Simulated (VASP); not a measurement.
A run of VASP 6.6.1 is set up as follows.

File INCAR:

```
SYSTEM = I
ALGO = Normal
EDIFF = 1E-6
ENCUT = 520
GGA = CA
ISIF = 2
ISMEAR = -1
LASPH = .True.
LCHARG = .True.
LELF = .True.
LREAL = .False.
LVHAR = .True.
LWAVE = .False.
NBANDS = 10
NELM = 80
PREC = Accurate
SIGMA = 0.13605693000000002
```

File KPOINTS:

```
k-points
0
Gamma
  12 12 12
  0 0 0
```

Contents of POSCAR:

```
I
1.0
   -2.0061063373      2.0061063373      2.0061063373
    2.0061063373     -2.0061063373      2.0061063373
    2.0061063373      2.0061063373     -2.0061063373
I
1
Direct
    0.0000000000      0.0000000000      0.0000000000
```

Potentials or basis: VASP PAW LDA potentials, release 64 (I).

Launch:

```console
$ cat potpaw_LDA.64/I/POTCAR > POTCAR
$ mpirun -np 1 vasp_std > vasp.out
```

Problem. Estimate the pressure.

Solution. -0.4 GPa.

Caveat: an odd number of electrons without spin polarisation forces a metal; a magnetic or distorted state may lie lower.
